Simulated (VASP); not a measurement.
Wanted: the native input for a VASP 6.6.1 run.

```
Task                   : single point
Functional             : LDA
Potentials or basis    : VASP PAW LDA potentials, release 64 (Pd)
Cutoff                 : 500 eV
k mesh                 : 10 × 10 × 10
Occupations            : fermi-dirac, width 0.1 eV
Spin                   : no spin polarisation
Dipole correction      : no
Further INCAR settings : ALGO = Normal; EDIFF = 1e-06; NBANDS = 11
```

The structure of Pd lies in POSCAR:

```
Pd
1.0
    0.0000000000      1.9204429531      1.9204429531
    1.9204429531      0.0000000000      1.9204429531
    1.9204429531      1.9204429531      0.0000000000
Pd
1
Direct
    0.0000000000      0.0000000000      0.0000000000
```

One way to write it, as run:

INCAR

```
SYSTEM = Pd
  PREC = Accurate
  ENCUT = 500
  EDIFF = 1E-6
  ISMEAR = -1
  SIGMA = 0.1
  LREAL = .False.
  LASPH = .True.
  NELM = 120
  ALGO = Normal
  ISIF = 2
  LWAVE = .False.
  LCHARG = .False.
  NBANDS = 11
  GGA_COMPAT = .False.
```

KPOINTS

```
regular mesh
0
Gamma
  10 10 10
  0 0 0
```

Potentials or basis: VASP PAW LDA potentials, release 64 (Pd).

The run is started by

```console
$ cat potpaw_LDA.64/Pd/POTCAR > POTCAR
$ mpirun -np 1 vasp_std > vasp.out
```

Results of the run:

The pressure is 0.3 GPa. The band gap on the k mesh is zero (bands 5 and 6 overlap by 1.69 eV).

Run time: 2.8 s on 1 thread of Intel(R) Xeon(R) 6975P-C (Granite Rapids), with other jobs on the host, peak memory 0.12 GiB.
